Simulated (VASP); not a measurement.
# Si: single point with PBE

The system is Si.

```xyz
4
Lattice="3.8313 0.0000 0.0000 -1.9157 3.3180 0.0000 0.0000 0.0000 6.3326" Properties=species:S:1:pos:R:3 pbc="T T T"
Si    0.0000    1.9120    0.6990
Si    1.9157    1.1060    3.5653
Si    0.0000    2.2120    2.7673
Si    1.9157    1.1060    5.9336
```

This cell differs from its parent crystal: atom 1 (Si) moved by (-0.300, +0.300) A along y and z.

```
Program                : VASP 6.6.1
Task                   : single point
Functional             : PBE
Potentials or basis    : VASP PAW PBE potentials, release 64 (Si)
Cutoff                 : 520 eV
k mesh                 : 12 × 12 × 6
Occupations            : gaussian, width 0.05 eV
Spin                   : no spin polarisation
Dipole correction      : no
Further INCAR settings : ALGO = Normal; EDIFF = 1e-07; NBANDS = 16
```

```yaml
Pressure: 3.8 GPa
Largest_force: 5.237 eV/Å
Band_gap_on_the_k_mesh: zero (bands 8 and 9 overlap by 0.71 eV)
```

Forces in eV/Å, atoms in the order of the input:
```
Si   0.000  0.865 -5.165
Si   0.000  0.089  0.392
Si   0.000  0.305  3.589
Si   0.000 -1.259  1.184
```

Stress tensor (GPa, compression positive):
```
 1.31  0.00  0.00
 0.00 -2.30  3.79
 0.00  3.79 12.27
```

Levels at points of the mesh, in eV from the Fermi level:
| k point | band 6 | band 7 | band 8 | band 9 | band 10 | band 11 |
| --- | --- | --- | --- | --- | --- | --- |
| (0.00, 0.00, 0.00) | -1.59 | -0.44 | 0.56 | 0.92 | 1.18 | 1.60 |
| (0.50, 0.00, 0.00) | -4.00 | -3.43 | -1.15 | 0.02 | 1.85 | 2.18 |
| (0.00, 0.50, 0.00) | -3.62 | -3.49 | -1.65 | -0.11 | 1.44 | 1.86 |
| (0.00, 0.00, 0.50) | -1.66 | -1.28 | 0.10 | 1.04 | 1.82 | 2.11 |
| (0.50, 0.00, 0.50) | -3.16 | -2.87 | -1.77 | -0.08 | 0.45 | 0.97 |
| (0.00, 0.50, 0.50) | -3.23 | -2.99 | -2.49 | 0.11 | 0.62 | 1.07 |

Run time: 6.5 min on 1 thread of Intel Xeon 8259CL, on a shared host, peak memory 0.34 GiB.

Caveat: the cell differs from its parent crystal (atom 1 (Si) moved by (-0.300, +0.300) A along y and z); the stress differs along the axes, from -2 to 12 GPa; semilocal functionals underestimate gaps, and a narrow one can read as zero; forces of over 1 eV/Å act on the atoms, so gaps and moduli don't describe the material at rest.
